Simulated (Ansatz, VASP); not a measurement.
## Al in VASP and in Ansatz

```
CELL_PARAMETERS angstrom
2.77537 0.00000 0.00000
0.00000 2.77537 0.00000
0.00000 0.00000 2.77537
ATOMIC_POSITIONS crystal
Al 0.00000 0.00000 0.00000
```

Alike in both runs: task single point; functional RPBE; k mesh 13 × 13 × 13; occupations fermi-dirac, width 0.1 eV; no spin polarisation.

|  | VASP | Ansatz |
| --- | --- | --- |
| version | VASP 6.6.1 | Ansatz 0.2.0 |
| potentials or method | VASP PAW PBE potentials, release 64 (Al), cutoff 520 eV | plane waves (420 eV) with PAW, scalar-relativistic |
| valence electrons in the cell | 3 | 3 |

```csv
,VASP,Ansatz,Ansatz less VASP
pressure (GPa),-2.1,-2.0,+0.09
```

VASP's potentials were made for PBE, not for RPBE.
